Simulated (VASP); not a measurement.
# Mo (I4_1/amd) in VASP: single point with PBE

Aim: the single point of Mo with PBE.

All numbers are computed with VASP 6.6.1; they aren't measurements. Logs are shortened: lines on timing, memory, paths and dates and some standing lists are left out, and cuts for length are marked.

## Step 1: The cell of the first run

The structure is tetragonal, space group I4_1/amd (No. 141). The conventional cell has a = 4.440 Å, b = 4.440 Å, c = 2.330 Å, α = 90.00°, β = 90.00°, γ = 90.00°. Mo (site symmetry -4m2) has 10 Mo at 2.30 to 2.83 Å within 3.0 Å.

## Step 2: Single point, PBE (11.48 Å³/atom)

INCAR

```
  PREC = Accurate
  ENCUT = 520
  EDIFF = 1E-6
  ISMEAR = -1
  SIGMA = 0.05
  LREAL = F
  LASPH = T
  NELM = 100
  ALGO = Normal
  ISIF = 2
  LWAVE = F
  LCHARG = T
  GGA = PE
  LELF = T
  LVHAR = T
  NBANDS = 21
```

KPOINTS

```
Automatic mesh
0
Gamma
  18 18 18
```

POSCAR

```
Mo
1.0
   -2.2200437055      2.2200437055      1.1648727773
    2.2200437055     -2.2200437055      1.1648727773
    2.2200437055      2.2200437055     -1.1648727773
Mo
2
Direct
   -0.3750000000     -0.1250000000     -0.2500000000
    0.3750000000      0.1250000000      0.2500000000
```

Potentials or basis: VASP PAW PBE potentials, release 64 (Mo_sv).

On the command line:

```sh
> cat potpaw_PBE.64/Mo_sv/POTCAR > POTCAR
> mpirun -np 1 vasp_std > vasp.out
```

OUTCAR:

```text
PREC = Accurate
   ENCUT = 520
   EDIFF = 1E-6
   ISMEAR = -1
   LREAL = F
   LASPH = T
   NELM = 100
   ISIF = 2
   GGA = PE

 ion  position               nearest neighbor table
   1  0.625  0.875  0.750-   2 2.30   2 2.30   2 2.30   2 2.30   2 2.83   2 2.83   2 2.83   2 2.83

   2  0.375  0.125  0.250-   1 2.30   1 2.30   1 2.30   1 2.30   1 2.83   1 2.83   1 2.83   1 2.83

  LATTYP: Found a body centered tetragonal cell.
 ALAT       =     4.4400874110
 C/A-ratio  =     0.5247071373

  Lattice vectors:

 A1 = (  -2.2200437055,   2.2200437055,   1.1648727773)
 A2 = (   2.2200437055,  -2.2200437055,   1.1648727773)
 A3 = (   2.2200437055,   2.2200437055,  -1.1648727773)

Analysis of symmetry for initial positions (statically):
=====================================================================
 Subroutine PRICEL returns:
 Original cell was already a primitive cell.

 Routine SETGRP: Setting up the symmetry group for a
 body centered tetragonal supercell.

 Subroutine GETGRP returns: Found 16 space group operations
 (whereof  4 operations were pure point group operations)
 out of a pool of 16 trial point group operations.

The static configuration has the point symmetry C_2h.
 The point group associated with its full space group is D_4h.

Analysis of symmetry for dynamics (positions and initial velocities):
=====================================================================
 Subroutine PRICEL returns:
 Original cell was already a primitive cell.

 Routine SETGRP: Setting up the symmetry group for a
 body centered tetragonal supercell.

 Subroutine GETGRP returns: Found 16 space group operations
 (whereof  4 operations were pure point group operations)
 out of a pool of 16 trial point group operations.

The dynamic configuration has the point symmetry C_2h.
 The point group associated with its full space group is D_4h.

 Subroutine INISYM returns: Found 16 space group operations
 (whereof  4 operations are pure point group operations),
 and found     1 'primitive' translations

----------------------------------------------------------------------------------------

                                     Primitive cell

  volume of cell :      22.9647

  direct lattice vectors                    reciprocal lattice vectors
    -2.220043706  2.220043706  1.164872777     0.000000000  0.225220791  0.429231423
     2.220043706 -2.220043706  1.164872777     0.225220791  0.000000000  0.429231423
     2.220043706  2.220043706 -1.164872777     0.225220791  0.225220791  0.000000000

  length of vectors
     3.348748527  3.348748527  3.348748527     0.484730873  0.484730873  0.318510298

  position of ions in fractional coordinates (direct lattice)
     0.625000000  0.875000000  0.750000000
     0.375000000  0.125000000  0.250000000

  ion indices of the primitive-cell ions
   primitive index   ion index
                 1           1
                 2           2

----------------------------------------------------------------------------------------

 KPOINTS: Automatic mesh

Automatic generation of k-mesh.
 Grid dimensions read from file:
 generate k-points for:   18   18   18

 Generating k-lattice:

  Cartesian coordinates                     Fractional coordinates (reciprocal lattice)
     0.000000000  0.012512266  0.023846190     0.055555556  0.000000000 -0.000000000
     0.012512266  0.000000000  0.023846190     0.000000000  0.055555556 -0.000000000
     0.012512266  0.012512266  0.000000000     0.000000000  0.000000000  0.055555556

  Length of vectors
     0.026929493  0.026929493  0.017695017

  Shift w.r.t. Gamma in fractional coordinates (k-lattice)
     0.000000000  0.000000000  0.000000000

 Subroutine IBZKPT returns following result:
 ===========================================

 Found    480 irreducible k-points:

 Following reciprocal coordinates:
            Coordinates               Weight
  0.000000  0.000000  0.000000      1.000000
  0.055556  0.000000 -0.000000      8.000000
  0.111111  0.000000 -0.000000      8.000000
  0.166667  0.000000  0.000000      8.000000
  0.222222  0.000000 -0.000000      8.000000
  0.277778  0.000000  0.000000      8.000000
[... 16 lines left out ...]
 -0.277778  0.055556  0.000000     16.000000
 -0.222222  0.055556 -0.000000     16.000000
 [... further k-points ...]
   k-points           NKPTS =    480   k-points in BZ     NKDIM =    480   number of bands    NBANDS=     21
   number of dos      NEDOS =    301   number of ions     NIONS =      2
   total plane-waves  NPLWV =  21952
   dimension x,y,z NGX =    28 NGY =   28 NGZ =   28
   dimension x,y,z NGXF=    56 NGYF=   56 NGZF=   56
   ions per type =               2
   NGX,Y,Z   is equivalent  to a cutoff of  13.90, 13.90, 13.90 a.u.
   NGXF,Y,Z  is equivalent  to a cutoff of  27.80, 27.80, 27.80 a.u.
 SYSTEM =  unknown system
   PREC   = accura    normal or accurate (medium, high low for compatibility)
   ISTART =      0    job   : 0-new  1-cont  2-samecut
   ICHARG =      2    charge: 1-file 2-atom 10-const
   ISPIN  =      1    spin polarized calculation?
   LNONCOLLINEAR =      F non collinear calculations
   LSORBIT =      F    spin-orbit coupling
   LASPH  =      T    aspherical Exc in radial PAW
   ENCUT  =  520.0 eV  38.22 Ry    6.18 a.u.   6.23  6.23  6.23*2*pi/ulx,y,z
   NELM   =    100;   NELMIN=  2; NELMDL= -5     # of ELM steps
   EDIFF  = 0.1E-05   stopping-criterion for ELM
   LREAL  =      F    real-space projection
   EDIFFG = 0.1E-04   stopping-criterion for IOM
   NSW    =      0    number of steps for IOM
   IBRION =     -1    ionic relax: 0-MD 1-quasi-New 2-CG
   NFREE  =      0    steps in history (QN), initial steepest desc. (CG)
   ISIF   =      2    stress and relaxation
   ISYM   =      2    0-nonsym 1-usesym 2-fastsym
   POTIM  = 0.5000    time-step for ionic-motion
   TEBEG  =    0.0;   TEEND  =   0.0 temperature during run
   PSTRESS=    0.0 pullay stress
   NELECT =      28.0000    total number of electrons
   NUPDOWN=      -1.0000    fix difference up-down
   EMIN   =  10.00;   EMAX   =-10.00  energy-range for DOS
   EFERMI =   0.00;   METHOD = LEGACY
   ISMEAR =    -1;   SIGMA  =   0.05  broadening in eV -4-tet -1-fermi 0-gaus
   EFERMI_NEDOS =   21; number of points for ismear=-14 and -15
   IALGO  =     38    algorithm
   IMIX   =      4    mixing-type and parameters
     AMIX     =   0.40;   BMIX     =  1.00
     AMIX_MAG =   1.60;   BMIX_MAG =  1.00
  volume/ion in A,a.u.               =      11.48        77.49
  Fermi-wavevector in a.u.,A,eV,Ry     =   1.748935  3.305008 41.617141  3.058774
  Thomas-Fermi vector in A             =   2.819946
   LORBIT       =      0    0 simple, 1 ext, 2 COOP (PROOUT), +10 PAW based schemes
   GGA     = PE    functional components
   LHFCALC =     F    Hartree Fock is set to
   AEXX    =    0.0000 exact exchange contribution
   IVDW    =     0    specifies the selected vdW correction
   LEPSILON=     F    determine dielectric tensor
   LRPA    =     F    only Hartree local field effects (RPA)
 non-spin polarized calculation
  energy-cutoff  :      520.00
  volume of cell :       22.96
 maximum number of plane-waves:       636
 NGX is ok and might be reduce to    28
   NGX = 13   NGY = 13   NGZ = 13

 number of electron      28.0000004 magnetization

 Free energy of the ion-electron system (eV)
  ---------------------------------------------------
  ext. energy  EPLUGINS =         0.00000000
  ---------------------------------------------------
  free energy    TOTEN  =       -15.89822747 eV

  energy without entropy =      -15.88905632  energy(sigma->0) =      -15.89364189

 E-fermi :  18.1849     XC(G=0): -15.1103

 val. band max:       18.1779273582   @ k =   0.3333   0.2778   0.1667
 cond. band min:      18.1994516906   @ k =  -0.2778   0.5000   0.0556
 fundamental gap:      0.0215243325
 Fermi energy:        18.1848564123

 k-point     1 :       0.0000    0.0000    0.0000
  band No.  band energies     occupation
      1     -43.7582      2.00000
      2     -42.2124      2.00000
      3     -18.8263      2.00000
      4     -18.8263      2.00000
      5     -15.4791      2.00000
      6     -15.4791      2.00000
[... 13 lines left out ...]
     20      28.0228      0.00000
     21      28.0228      0.00000

 k-point     2 :       0.0556    0.0000   -0.0000
  band No.  band energies     occupation
      1     -43.7308      2.00000
      2     -42.2055      2.00000
      3     -18.8140      2.00000
      4     -18.7832      2.00000
      5     -15.5665      2.00000
      6     -15.4714      2.00000
[... 13 lines left out ...]
     20      28.3114      0.00000
     21      28.7478      0.00000

 k-point     3 :       0.1111    0.0000   -0.0000
  band No.  band energies     occupation
      1     -43.6509      2.00000
      2     -42.1857      2.00000
      3     -18.7783      2.00000
      4     -18.6593      2.00000
      5     -15.8900      2.00000
      6     -15.8007      2.00000
[... 13 lines left out ...]
     20      29.2904      0.00000
     21      30.0572      0.00000

 k-point     4 :       0.1667    0.0000    0.0000
  band No.  band energies     occupation
      1     -43.5251      2.00000
      2     -42.1563      2.00000
      3     -18.7222      2.00000
      4     -18.4731      2.00000
      5     -16.4198      2.00000
      6     -16.2770      2.00000
[... 13 lines left out ...]
     20      30.8229      0.00000
     21      31.6495      0.00000

 k-point     5 :       0.2222    0.0000   -0.0000
  band No.  band energies     occupation
      1     -43.3643      2.00000
      2     -42.1225      2.00000
      3     -18.6512      2.00000
      4     -18.2680      2.00000
      5     -17.0477      2.00000
      6     -16.7975      2.00000
[... 13 lines left out ...]
     20      32.2983      0.00000
     21      32.9960      0.00000

 k-point     6 :       0.2778    0.0000    0.0000
  band No.  band energies     occupation
      1     -43.1836      2.00000
      2     -42.0910      2.00000
      3     -18.5728      2.00000
      4     -18.1845      2.00000
      5     -17.6442      2.00000
      6     -17.2154      2.00000
[... 13 lines left out ...]
     20      32.5791      0.00000
     21      33.3523      0.00000

 k-point     7 :       0.3333    0.0000   -0.0000
  band No.  band energies     occupation
      1     -43.0016      2.00000
      2     -42.0683      2.00000
      3     -18.4962      2.00000
      4     -18.4887      2.00000
      5     -18.0939      2.00000
      6     -17.2694      2.00000
[... 13 lines left out ...]
     20      31.6520      0.00000
     21      32.9649      0.00000
[... 291 lines left out ...]
      1     -42.7998      2.00000
      2     -42.1003      2.00000
      3     -18.9440      2.00000
      4     -18.4686      2.00000
      5     -18.4112      2.00000
      6     -16.8848      2.00000
[... 13 lines left out ...]
     20      30.1761      0.00000
     21      32.5734      0.00000

 k-point    21 :      -0.3889    0.0556    0.0000
  band No.  band energies     occupation
      1     -42.9530      2.00000
      2     -42.1186      2.00000
      3     -18.5929      2.00000
      4     -18.4143      2.00000
      5     -18.1153      2.00000
      6     -17.0502      2.00000
[... 13 lines left out ...]
     20      30.9580      0.00000
     21      32.6713      0.00000

 k-point    22 :      -0.3333    0.0556    0.0000
  band No.  band energies     occupation
      1     -43.1337      2.00000
      2     -42.1434      2.00000
      3     -18.5985      2.00000
      4     -18.0981      2.00000
      5     -17.6921      2.00000
      6     -17.0844      2.00000
[... 13 lines left out ...]
     20      31.6392      0.00000
     21      33.2179      0.00000

 k-point    23 :      -0.2778    0.0556    0.0000
  band No.  band energies     occupation
      1     -43.3176      2.00000
      2     -42.1724      2.00000
      3     -18.6700      2.00000
      4     -18.1143      2.00000
      5     -17.1235      2.00000
      6     -16.7557      2.00000
[... 13 lines left out ...]
     20      31.4796      0.00000
     21      33.3025      0.00000

 k-point    24 :      -0.2222    0.0556   -0.0000
  band No.  band energies     occupation
      1     -43.4846      2.00000
      2     -42.2001      2.00000
      3     -18.7346      2.00000
      4     -18.3277      2.00000
      5     -16.5180      2.00000
      6     -16.2652      2.00000
[... 13 lines left out ...]
     20      30.3279      0.00000
     21      32.2485      0.00000

 [... further k-points ...]

------------------------ aborting loop because EDIFF is reached ----------------------------------------

  FORCE on cell =-STRESS in cart. coord.  units (eV):
  Direction    XX          YY          ZZ          XY          YZ          ZX
  --------------------------------------------------------------------------------------
  -------------------------------------------------------------------------------------
  Total       25.2883968     25.2883968     25.3120199      0.0000000     -0.0000000      0.0000000
  in kB     1764.2915093   1764.2915093   1765.9396174      0.0000000     -0.0000000      0.0000000
  external PRESSURE =    1764.8408787 kB  Pullay stress =       0.0000000 kB

 VOLUME and BASIS-vectors are now :
 -----------------------------------------------------------------------------
  energy-cutoff  :      520.00
  volume of cell :       22.96
      direct lattice vectors                 reciprocal lattice vectors
    -2.220043706  2.220043706  1.164872777     0.000000000  0.225220791  0.429231423
     2.220043706 -2.220043706  1.164872777     0.225220791  0.000000000  0.429231423
     2.220043706  2.220043706 -1.164872777     0.225220791  0.225220791  0.000000000

 POSITION                                       TOTAL-FORCE (eV/Angst)
 -----------------------------------------------------------------------------------
      2.22004      1.11002      0.87365        -0.000000      0.000000     -0.000000
      0.00000      1.11002      0.29122         0.000000     -0.000000      0.000000
 -----------------------------------------------------------------------------------
    total drift:                               -0.000000      0.000000     -0.000000

  FREE ENERGIE OF THE ION-ELECTRON SYSTEM (eV)
  ---------------------------------------------------
  free  energy   TOTEN  =       -15.8982274693 eV

  energy  without entropy=      -15.8890563205  energy(sigma->0) =      -15.89364189
```

Run time: 92 s. Hardware: 1 thread of Intel Xeon 6975P-C (Granite Rapids), shared host; peak memory 0.3 GiB.

What came out:

```
Free energy            : -15.8982 eV
Pressure               : 176.5 GPa
Band gap on the k mesh : zero (bands 14 and 15 overlap by 4.55 eV)
```

Stress tensor (GPa, compression positive):
```
176.43   0.00   0.00
  0.00 176.43   0.00
  0.00   0.00 176.59
```

Levels at points of the mesh, in eV from the Fermi level:
```tsv
k point	band 11	band 12	band 13	band 14	band 15	band 16	band 17	band 18
(0.00, 0.00, 0.00)	-6.09	-5.04	-4.57	2.07	2.07	2.25	2.25	6.38
(0.50, 0.00, 0.00)	-5.26	-3.04	-1.59	-0.70	1.80	2.21	4.50	5.03
(0.50, 0.50, 0.00)	-4.24	-4.24	-1.52	-1.52	1.98	1.98	4.00	4.00
(0.50, 0.50, 0.50)	-3.84	-3.84	0.69	0.69	0.81	0.81	3.18	3.18
```

Caveat: the cell stands under pressure.
